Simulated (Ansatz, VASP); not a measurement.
## Two plane-wave programs on CdSe

```
Cd Se
1.0
     0.00000    3.07027    3.07027
     3.07027    0.00000    3.07027
     3.07027    3.07027    0.00000
Cd Se
1 1
Direct
  0.00000 0.00000 0.00000
  0.25000 0.25000 0.25000
```

Alike in both runs: functional HSE06; k mesh 4 × 4 × 4; occupations fermi-dirac, width 0.05 eV; no spin polarisation.

```csv
,VASP,Ansatz
version,VASP 6.6.1,Ansatz 0.2.0
potentials or method,"VASP PAW PBE potentials, release 64 (Cd, Se)",Ansatz PAW
plane-wave cutoff (eV),520,420
valence electrons in the cell,18,36
task,single point,band structure
```

Ansatz gave:

```
gap on the k mesh at the Fermi level (eV) : 1.49
least direct gap on the mesh (eV)         : 1.49
pressure (GPa)                            : 0.2
```

What did VASP give for the same quantities?

gap on the k mesh at the Fermi level (eV): 1.50; least direct gap on the mesh (eV): 1.50; pressure (GPa): 0.4.

With one functional, cell and mesh, what is left measures potentials, basis and numerics. VASP's potentials hold 18 valence electrons a cell and Ansatz's 36, so a difference there can come from the potentials and not from the codes.

The k mesh is coarse, so the values compare programs but aren't converged.
